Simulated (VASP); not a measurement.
A run of VASP 6.6.1:

Contents of INCAR:

```
SYSTEM = Hf2Pd2Se2Br2O3
PREC = Accurate
ENCUT = 520
EDIFF = 1E-6
ISMEAR = -1
SIGMA = 0.05
LREAL = .FALSE.
LASPH = .TRUE.
NELM = 80
ALGO = Normal
ISIF = 2
LWAVE = .FALSE.
LCHARG = .FALSE.
GGA = PE
NBANDS = 53
```

Contents of KPOINTS:

```
Automatic mesh
0
G
  5 5 4
  0 0 0
```

File POSCAR:

```
Hf2Pd2Se2Br2O3
1.0
    5.8736835861      0.0000000000      0.0000000000
   -0.5327171113      5.9618800953      0.0000000000
   -1.5176427055     -0.9040193167      6.7808025259
Hf Pd Se Br O
2 2 2 2 3
Direct
    0.7454000000      0.3960200000      0.3498900000
    0.2876300000      0.4532200000      0.5940100000
    0.9085400000      0.1329400000      0.8484900000
    0.2524900000      0.9032300000      0.3587400000
    0.6346900000      0.4035500000      0.9371600000
    0.6259700000      0.7817400000      0.5302300000
    0.8527300000      0.9908900000      0.1535500000
    0.2252600000      0.8208400000      0.8622300000
    0.9604000000      0.2892500000      0.5902600000
    0.4323300000      0.2452400000      0.4086400000
    0.0745700000      0.5830800000      0.3668200000
```

Potentials or basis: VASP PAW PBE potentials, release 64 (Hf_pv, Pd, Se, Br, O).

Run with:

```console
$ cat potpaw_PBE.64/Hf_pv/POTCAR potpaw_PBE.64/Pd/POTCAR potpaw_PBE.64/Se/POTCAR potpaw_PBE.64/Br/POTCAR potpaw_PBE.64/O/POTCAR > POTCAR
$ mpirun -np 1 vasp_std > vasp.out
```

Hardware: 1 thread of Intel Xeon 8259CL, with other jobs on the host.

**Question.** Estimate the wall time of this run.

**Answer.** Run time: 23 min on 1 thread of Intel Xeon 8259CL, with other jobs on the host, peak memory 0.77 GiB. Counts: scf iterations 18, k points 51.
